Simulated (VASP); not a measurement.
# BaF2 (Fm-3m) in VASP: notebook

The runs below take BaF2 through single point, with PBEsol, PBE+D3(BJ), revPBE+D3(BJ), revPBE.

Everything below comes from runs of VASP 6.6.1. Logs are shortened: lines on timing, memory, paths and dates and some standing lists are left out, and cuts for length are marked.

**1. The cell of the first run**

Symmetry: Fm-3m, No. 225, cubic system. Conventional cell: a = 6.218 Å, b = 6.218 Å, c = 6.218 Å, α = 90.00°, β = 90.00°, γ = 90.00°. Ba (site symmetry m-3m) has 8 F at 2.69 Å within 3.6 Å. F (site symmetry -43m) has 4 Ba at 2.69 Å and 6 F at 3.11 Å within 3.6 Å.

**2. Single point, PBEsol (volume scaled by 1.04)**

INCAR reads:

```
PREC = Accurate
ENCUT = 600
EDIFF = 1E-6
ISMEAR = 0
SIGMA = 0.05
LREAL = F
LASPH = T
NELM = 120
ALGO = Normal
ISIF = 2
LWAVE = F
LCHARG = T
GGA = PS
LELF = T
LVHAR = T
NBANDS = 19
GGA_COMPAT = F
```

KPOINTS reads:

```
regular mesh
0
Gamma
  6 6 6
```

POSCAR reads:

```
BaF2
1.0
    0.0000000000      3.1089566720      3.1089566720
    3.1089566720      0.0000000000      3.1089566720
    3.1089566720      3.1089566720      0.0000000000
Ba F
1 2
Direct
    0.0000000000      0.0000000000      0.0000000000
    0.2500000000      0.2500000000      0.2500000000
    0.7500000000      0.7500000000      0.7500000000
```

Potentials or basis: VASP PAW PBE potentials, release 64 (Ba_sv, F).

Command:

```bash
cat potpaw_PBE.64/Ba_sv/POTCAR potpaw_PBE.64/F/POTCAR > POTCAR
mpirun -np 1 vasp_std > vasp.out
```

OUTCAR:

```text
PREC = Accurate
   ENCUT = 600
   EDIFF = 1E-6
   ISMEAR = 0
   LREAL = F
   LASPH = T
   NELM = 120
   ISIF = 2
   GGA = PS

 ion  position               nearest neighbor table
   1  0.000  0.000  0.000-   2 2.69   3 2.69   3 2.69   3 2.69   3 2.69   2 2.69   2 2.69   2 2.69

   2  0.250  0.250  0.250-   1 2.69   1 2.69   1 2.69   1 2.69
   3  0.750  0.750  0.750-   1 2.69   1 2.69   1 2.69   1 2.69

  LATTYP: Found a face centered cubic cell.
 ALAT       =     6.2179133440

  Lattice vectors:

 A1 = (   0.0000000000,   3.1089566720,   3.1089566720)
 A2 = (   3.1089566720,   0.0000000000,   3.1089566720)
 A3 = (   3.1089566720,   3.1089566720,   0.0000000000)

Analysis of symmetry for initial positions (statically):
=====================================================================
 Subroutine PRICEL returns:
 Original cell was already a primitive cell.

 Routine SETGRP: Setting up the symmetry group for a
 face centered cubic supercell.

 Subroutine GETGRP returns: Found 48 space group operations
 (whereof 48 operations were pure point group operations)
 out of a pool of 48 trial point group operations.

The static configuration has the point symmetry O_h .

Analysis of symmetry for dynamics (positions and initial velocities):
=====================================================================
 Subroutine PRICEL returns:
 Original cell was already a primitive cell.

 Routine SETGRP: Setting up the symmetry group for a
 face centered cubic supercell.

 Subroutine GETGRP returns: Found 48 space group operations
 (whereof 48 operations were pure point group operations)
 out of a pool of 48 trial point group operations.

The dynamic configuration has the point symmetry O_h .

 Subroutine INISYM returns: Found 48 space group operations
 (whereof 48 operations are pure point group operations),
 and found     1 'primitive' translations

----------------------------------------------------------------------------------------

                                     Primitive cell

  volume of cell :      60.0999

  direct lattice vectors                    reciprocal lattice vectors
     0.000000000  3.108956672  3.108956672    -0.160825657  0.160825657  0.160825657
     3.108956672  0.000000000  3.108956672     0.160825657 -0.160825657  0.160825657
     3.108956672  3.108956672  0.000000000     0.160825657  0.160825657 -0.160825657

  length of vectors
     4.396728690  4.396728690  4.396728690     0.278558209  0.278558209  0.278558209

  position of ions in fractional coordinates (direct lattice)
     0.000000000  0.000000000  0.000000000
     0.250000000  0.250000000  0.250000000
     0.750000000  0.750000000  0.750000000

  ion indices of the primitive-cell ions
   primitive index   ion index
                 1           1
                 2           2
                 3           3

----------------------------------------------------------------------------------------

 KPOINTS: regular mesh

Automatic generation of k-mesh.
 Grid dimensions read from file:
 generate k-points for:    6    6    6

 Generating k-lattice:

  Cartesian coordinates                     Fractional coordinates (reciprocal lattice)
    -0.026804276  0.026804276  0.026804276     0.166666667  0.000000000  0.000000000
     0.026804276 -0.026804276  0.026804276     0.000000000  0.166666667  0.000000000
     0.026804276  0.026804276 -0.026804276     0.000000000  0.000000000  0.166666667

  Length of vectors
     0.046426368  0.046426368  0.046426368

  Shift w.r.t. Gamma in fractional coordinates (k-lattice)
     0.000000000  0.000000000  0.000000000

 Subroutine IBZKPT returns following result:
 ===========================================

 Found     16 irreducible k-points:

 Following reciprocal coordinates:
            Coordinates               Weight
  0.000000  0.000000  0.000000      1.000000
  0.166667  0.000000  0.000000      8.000000
  0.333333  0.000000  0.000000      8.000000
  0.500000  0.000000  0.000000      4.000000
  0.166667  0.166667  0.000000      6.000000
  0.333333  0.166667  0.000000     24.000000
[... 8 lines left out ...]
 -0.333333  0.333333  0.166667     24.000000
 -0.333333  0.500000  0.166667     12.000000
   k-points           NKPTS =     16   k-points in BZ     NKDIM =     16   number of bands    NBANDS=     19
   number of dos      NEDOS =    301   number of ions     NIONS =      3
   total plane-waves  NPLWV =  46656
   dimension x,y,z NGX =    36 NGY =   36 NGZ =   36
   dimension x,y,z NGXF=    72 NGYF=   72 NGZF=   72
   ions per type =               1   2
   NGX,Y,Z   is equivalent  to a cutoff of  13.61, 13.61, 13.61 a.u.
   NGXF,Y,Z  is equivalent  to a cutoff of  27.22, 27.22, 27.22 a.u.
 SYSTEM =  unknown system
   PREC   = accura    normal or accurate (medium, high low for compatibility)
   ISTART =      0    job   : 0-new  1-cont  2-samecut
   ICHARG =      2    charge: 1-file 2-atom 10-const
   ISPIN  =      1    spin polarized calculation?
   LNONCOLLINEAR =      F non collinear calculations
   LSORBIT =      F    spin-orbit coupling
   LASPH  =      T    aspherical Exc in radial PAW
   ENCUT  =  600.0 eV  44.10 Ry    6.64 a.u.   8.78  8.78  8.78*2*pi/ulx,y,z
   NELM   =    120;   NELMIN=  2; NELMDL= -5     # of ELM steps
   EDIFF  = 0.1E-05   stopping-criterion for ELM
   LREAL  =      F    real-space projection
   EDIFFG = 0.1E-04   stopping-criterion for IOM
   NSW    =      0    number of steps for IOM
   IBRION =     -1    ionic relax: 0-MD 1-quasi-New 2-CG
   NFREE  =      0    steps in history (QN), initial steepest desc. (CG)
   ISIF   =      2    stress and relaxation
   ISYM   =      2    0-nonsym 1-usesym 2-fastsym
   POTIM  = 0.5000    time-step for ionic-motion
   TEBEG  =    0.0;   TEEND  =   0.0 temperature during run
   PSTRESS=    0.0 pullay stress
   NELECT =      24.0000    total number of electrons
   NUPDOWN=      -1.0000    fix difference up-down
   EMIN   =  10.00;   EMAX   =-10.00  energy-range for DOS
   EFERMI =   0.00;   METHOD = LEGACY
   ISMEAR =     0;   SIGMA  =   0.05  broadening in eV -4-tet -1-fermi 0-gaus
   EFERMI_NEDOS =   21; number of points for ismear=-14 and -15
   IALGO  =     38    algorithm
   IMIX   =      4    mixing-type and parameters
     AMIX     =   0.40;   BMIX     =  1.00
     AMIX_MAG =   1.60;   BMIX_MAG =  1.00
  volume/ion in A,a.u.               =      20.03       135.19
  Fermi-wavevector in a.u.,A,eV,Ry     =   1.205556  2.278170 19.774222  1.453364
  Thomas-Fermi vector in A             =   2.341249
   LORBIT       =      0    0 simple, 1 ext, 2 COOP (PROOUT), +10 PAW based schemes
   GGA     = PS    functional components
   LHFCALC =     F    Hartree Fock is set to
   AEXX    =    0.0000 exact exchange contribution
   IVDW    =     0    specifies the selected vdW correction
   LEPSILON=     F    determine dielectric tensor
   LRPA    =     F    only Hartree local field effects (RPA)
 non-spin polarized calculation
 Gauss-broadening in eV      SIGMA  =   0.05
  energy-cutoff  :      600.00
  volume of cell :       60.10
 maximum number of plane-waves:      2044
   NGX = 17   NGY = 17   NGZ = 17

 number of electron      24.0000007 magnetization

 Free energy of the ion-electron system (eV)
  ---------------------------------------------------
  ext. energy  EPLUGINS =         0.00000000
  ---------------------------------------------------
  free energy    TOTEN  =       -17.64274602 eV

  energy without entropy =      -17.64274602  energy(sigma->0) =      -17.64274602

 E-fermi :  -2.0067     XC(G=0):  -8.8711

 val. band max:       -2.2370037286   @ k =  -0.1667   0.1667   0.0000
 cond. band min:       4.3678418620   @ k =   0.0000   0.0000   0.0000
 fundamental gap:      6.6048455905
 Fermi energy:        -2.0066937816

 k-point     1 :       0.0000    0.0000    0.0000
  band No.  band energies     occupation
      1     -25.3258      2.00000
      2     -21.0185      2.00000
      3     -20.9884      2.00000
      4     -10.1668      2.00000
      5     -10.1668      2.00000
      6     -10.1668      2.00000
[... 11 lines left out ...]
     18       9.0318      0.00000
     19      13.0580      0.00000

 k-point     2 :       0.1667    0.0000    0.0000
  band No.  band energies     occupation
      1     -25.2777      2.00000
      2     -21.0568      2.00000
      3     -21.0368      2.00000
      4     -10.2137      2.00000
      5     -10.2078      2.00000
      6     -10.2078      2.00000
[... 11 lines left out ...]
     18       9.0583      0.00000
     19      12.0063      0.00000

 k-point     3 :       0.3333    0.0000    0.0000
  band No.  band energies     occupation
      1     -25.1768      2.00000
      2     -21.1914      2.00000
      3     -21.0810      2.00000
      4     -10.2932      2.00000
      5     -10.2865      2.00000
      6     -10.2865      2.00000
[... 11 lines left out ...]
     18       9.1537      0.00000
     19      11.0786      0.00000

 k-point     4 :       0.5000    0.0000    0.0000
  band No.  band energies     occupation
      1     -25.1235      2.00000
      2     -21.2631      2.00000
      3     -21.1017      2.00000
      4     -10.3270      2.00000
      5     -10.3244      2.00000
      6     -10.3244      2.00000
[... 11 lines left out ...]
     18       9.2312      0.00000
     19      11.4595      0.00000

 k-point     5 :       0.1667    0.1667    0.0000
  band No.  band energies     occupation
      1     -25.2616      2.00000
      2     -21.0719      2.00000
      3     -21.0503      2.00000
      4     -10.2702      2.00000
      5     -10.2702      2.00000
      6     -10.1309      2.00000
[... 11 lines left out ...]
     18       9.1373      0.00000
     19      13.0753      0.00000

 k-point     6 :       0.3333    0.1667    0.0000
  band No.  band energies     occupation
      1     -25.1774      2.00000
      2     -21.1736      2.00000
      3     -21.0971      2.00000
      4     -10.3586      2.00000
      5     -10.3580      2.00000
      6     -10.1527      2.00000
[... 11 lines left out ...]
     18       9.3022      0.00000
     19      11.7331      0.00000

 k-point     7 :       0.5000    0.1667    0.0000
  band No.  band energies     occupation
      1     -25.1063      2.00000
      2     -21.2529      2.00000
      3     -21.1412      2.00000
      4     -10.3883      2.00000
      5     -10.3848      2.00000
      6     -10.2455      2.00000
[... 11 lines left out ...]
     18       9.6823      0.00000
     19      11.3995      0.00000

 k-point     8 :      -0.3333    0.1667    0.0000
  band No.  band energies     occupation
      1     -25.1243      2.00000
      2     -21.2250      2.00000
      3     -21.1384      2.00000
      4     -10.3382      2.00000
      5     -10.3263      2.00000
      6     -10.3186      2.00000
[... 11 lines left out ...]
     18       9.7403      0.00000
     19      11.4338      0.00000

 k-point     9 :      -0.1667    0.1667    0.0000
  band No.  band energies     occupation
      1     -25.2115      2.00000
      2     -21.1246      2.00000
      3     -21.0868      2.00000
      4     -10.3044      2.00000
      5     -10.2506      2.00000
      6     -10.2373      2.00000
[... 11 lines left out ...]
     18       9.3220      0.00000
     19      11.7878      0.00000

 k-point    10 :       0.3333    0.3333    0.0000
  band No.  band energies     occupation
      1     -25.1253      2.00000
      2     -21.2467      2.00000
      3     -21.1128      2.00000
      4     -10.4641      2.00000
      5     -10.4641      2.00000
      6     -10.0513      2.00000
[... 11 lines left out ...]
     18       9.4143      0.00000
     19      12.9307      0.00000

 k-point    11 :       0.5000    0.3333    0.0000
  band No.  band energies     occupation
      1     -25.0709      2.00000
      2     -21.2942      2.00000
      3     -21.1585      2.00000
      4     -10.5027      2.00000
      5     -10.5001      2.00000
      6     -10.0866      2.00000
[... 11 lines left out ...]
     18      10.5370      0.00000
     19      11.9005      0.00000

 k-point    12 :      -0.3333    0.3333    0.0000
  band No.  band energies     occupation
      1     -25.0706      2.00000
      2     -21.2475      2.00000
      3     -21.2076      2.00000
      4     -10.4440      2.00000
      5     -10.4337      2.00000
      6     -10.2179      2.00000
[... 11 lines left out ...]
     18      10.9186      0.00000
     19      12.1963      0.00000

 k-point    13 :       0.5000    0.5000    0.0000
  band No.  band energies     occupation
      1     -25.0526      2.00000
      2     -21.3385      2.00000
      3     -21.1435      2.00000
      4     -10.5554      2.00000
      5     -10.5554      2.00000
      6     -10.0074      2.00000
[... 11 lines left out ...]
     18      10.4704      0.00000
     19      12.4224      0.00000

 k-point    14 :       0.5000    0.3333    0.1667
  band No.  band energies     occupation
      1     -25.1070      2.00000
      2     -21.2341      2.00000
      3     -21.1584      2.00000
      4     -10.4622      2.00000
      5     -10.3784      2.00000
      6     -10.1806      2.00000
[... 11 lines left out ...]
     18      10.0506      0.00000
     19      12.0373      0.00000

 k-point    15 :      -0.3333    0.3333    0.1667
  band No.  band energies     occupation
      1     -25.0706      2.00000
      2     -21.2478      2.00000
      3     -21.2072      2.00000
      4     -10.5124      2.00000
      5     -10.2917      2.00000
      6     -10.2916      2.00000
[... 11 lines left out ...]
     18      11.0277      0.00000
     19      11.5674      0.00000

 k-point    16 :      -0.3333    0.5000    0.1667
  band No.  band energies     occupation
      1     -25.0525      2.00000
      2     -21.2910      2.00000
      3     -21.1936      2.00000
      4     -10.5676      2.00000
      5     -10.4175      2.00000
      6     -10.1434      2.00000
[... 11 lines left out ...]
     18      12.0270      0.00000
     19      12.2085      0.00000

------------------------ aborting loop because EDIFF is reached ----------------------------------------

  FORCE on cell =-STRESS in cart. coord.  units (eV):
  Direction    XX          YY          ZZ          XY          YZ          ZX
  --------------------------------------------------------------------------------------
  -------------------------------------------------------------------------------------
  Total       -0.4486900     -0.4486900     -0.4486900      0.0000000      0.0000000     -0.0000000
  in kB      -11.9614262    -11.9614262    -11.9614262      0.0000000      0.0000000     -0.0000000
  external PRESSURE =     -11.9614262 kB  Pullay stress =       0.0000000 kB

 VOLUME and BASIS-vectors are now :
 -----------------------------------------------------------------------------
  energy-cutoff  :      600.00
  volume of cell :       60.10
      direct lattice vectors                 reciprocal lattice vectors
     0.000000000  3.108956672  3.108956672    -0.160825657  0.160825657  0.160825657
     3.108956672  0.000000000  3.108956672     0.160825657 -0.160825657  0.160825657
     3.108956672  3.108956672  0.000000000     0.160825657  0.160825657 -0.160825657

 POSITION                                       TOTAL-FORCE (eV/Angst)
 -----------------------------------------------------------------------------------
      0.00000      0.00000      0.00000         0.000000     -0.000000      0.000000
      1.55448      1.55448      1.55448        -0.000000     -0.000000     -0.000000
      4.66344      4.66344      4.66344         0.000000      0.000000      0.000000
 -----------------------------------------------------------------------------------
    total drift:                                0.000000      0.000000      0.000000

  FREE ENERGIE OF THE ION-ELECTRON SYSTEM (eV)
  ---------------------------------------------------
  free  energy   TOTEN  =       -17.6427460231 eV

  energy  without entropy=      -17.6427460231  energy(sigma->0) =      -17.64274602
```

It took 40 s on 1 thread of Intel Xeon 8259CL, shared host; peak memory 0.21 GiB.

What came out:

* Free energy: -17.6427 eV
* Pressure: -1.2 GPa
* Band gap on the k mesh: 6.60 eV, indirect (least direct gap 6.67 eV)

Caveat: the PAW data sets were made with another functional, which shifts forces and pressure a little; spin-orbit coupling is left out, which moves the levels of the heavy elements.

**3. Single point, PBE+D3(BJ) (volume scaled by 1.02)**

INCAR reads:

```
PREC = Accurate
ENCUT = 600
EDIFF = 1E-6
ISMEAR = 0
SIGMA = 0.05
LREAL = False
LASPH = True
NELM = 120
ALGO = Normal
ISIF = 2
LWAVE = False
LCHARG = False
GGA = PE
IVDW = 12
NBANDS = 19
GGA_COMPAT = False
```

KPOINTS is that of step 2.

POSCAR reads:

```
BaF2
1.0
    0.0000000000      3.1247345180      3.1247345180
    3.1247345180      0.0000000000      3.1247345180
    3.1247345180      3.1247345180      0.0000000000
Ba F
1 2
Direct
    0.0000000000      0.0000000000      0.0000000000
    0.2500000000      0.2500000000      0.2500000000
    0.7500000000      0.7500000000      0.7500000000
```

Potentials or basis: VASP PAW PBE potentials, release 64 (Ba_sv, F).

Command:

```bash
cat potpaw_PBE.64/Ba_sv/POTCAR potpaw_PBE.64/F/POTCAR > POTCAR
mpirun -np 1 vasp_std > vasp.out
```

Run time: 43 s. Hardware: 1 thread of Intel Xeon 8259CL, shared host; peak memory 0.22 GiB.

The run converged. Its results:

```
Free energy                : -17.5207 eV
Pressure                   : -0.2 GPa
Band gap on the k mesh     : 6.67 eV, indirect (least direct gap 6.73 eV)
Dispersion energy per atom : -0.131 eV
```

Levels at points of the mesh, in eV from the valence-band top:
```csv
k point,band 10,band 11,band 12,band 13,band 14,band 15
"(0.00, 0.00, 0.00)",-0.06,-0.06,-0.06,6.67,9.10,9.10
"(0.50, 0.00, 0.00)",-0.34,-0.16,-0.16,8.97,9.09,9.09
"(0.50, 0.50, 0.00)",-0.32,-0.32,-0.10,7.21,8.89,10.53
```

Caveat: three body term missing; spin-orbit coupling is left out, which moves the levels of the heavy elements. A k mesh can miss the band edges.

[end of part 1 of 2]
